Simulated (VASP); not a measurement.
A run of VASP 6.6.1 is set up as follows.

The input INCAR:

```
PREC     = Accurate       # precision mode
ENCUT    = 520            # plane-wave cutoff, eV
EDIFF    = 1E-6           # SCF threshold, eV
ISMEAR   = -1             # smearing method
SIGMA    = 0.36           # smearing width, eV
LREAL    = Auto         
LASPH    = True           # aspherical terms in the spheres
NELM     = 100            # most SCF steps
ALGO     = Normal         # electronic algorithm
ISIF     = 2              # what is computed and relaxed
LWAVE    = False          # write WAVECAR
LCHARG   = False          # write CHGCAR
GGA      = PE             # functional
NBANDS   = 86             # bands
```

The input KPOINTS:

```
Automatic mesh
0
Gamma
  2 3 3
```

POSCAR

```
WC
1.0
   -2.9390120000     -5.0905180000      0.0000000000
    4.4085180000     -2.5452590000      0.0000000000
    0.0000000000      0.0000000000      5.7523970000
W C
8 8
Direct
    0.6991313746      0.4902680446     -0.0081183548
    0.6979331375      0.4885392021      0.5022428042
    0.4556744918     -0.0304563122      0.0006084420
    0.4369329804     -0.0339907260      0.4811907106
    0.2127354891      0.4664225382      0.0111953330
    0.1895528159      0.4709060960      0.4922643552
   -0.0310465747     -0.0323569634      0.0022077753
   -0.0503258770     -0.0463666830      0.4963148406
    0.4390324899      0.6413088835      0.2375357612
    0.4386602629      0.6612262390      0.7314168337
    0.2399762589      0.1105571316      0.2122593416
    0.1915889209      0.1125280962      0.7338506018
   -0.0390617885      0.6108395009      0.2285482035
   -0.0505879635      0.5978247947      0.7515128041
    0.7098139921      0.1425313088      0.2787533614
    0.7030913555      0.1309496595      0.7510608186
```

Potentials or basis: VASP PAW PBE potentials, release 64 (W_sv, C).

Launch:

```bash
$ cat potpaw_PBE.64/W_sv/POTCAR potpaw_PBE.64/C/POTCAR > POTCAR
$ mpirun -np 1 vasp_std > vasp.out
```

Problem. Estimate the band gap on the k mesh.

Solution. 0.01 eV (least direct gap 0.18 eV).

Problem. What does it give for the pressure?

Solution. 1.8 GPa.

Stress tensor (GPa, compression positive):
```
 2.94  3.04  2.08
 3.04  3.41  1.07
 2.08  1.07 -1.05
```

Caveat: the k points lie up to 0.53 Å⁻¹ apart; the smearing spreads over this small gap; the atoms stand as in a frame of molecular dynamics; so wide a smearing shifts energies and pressures; spin-orbit coupling is left out, which moves the levels of the heavy elements; forces of over 1 eV/Å act on the atoms, so gaps and moduli don't describe the material at rest. A k mesh can miss the band edges.
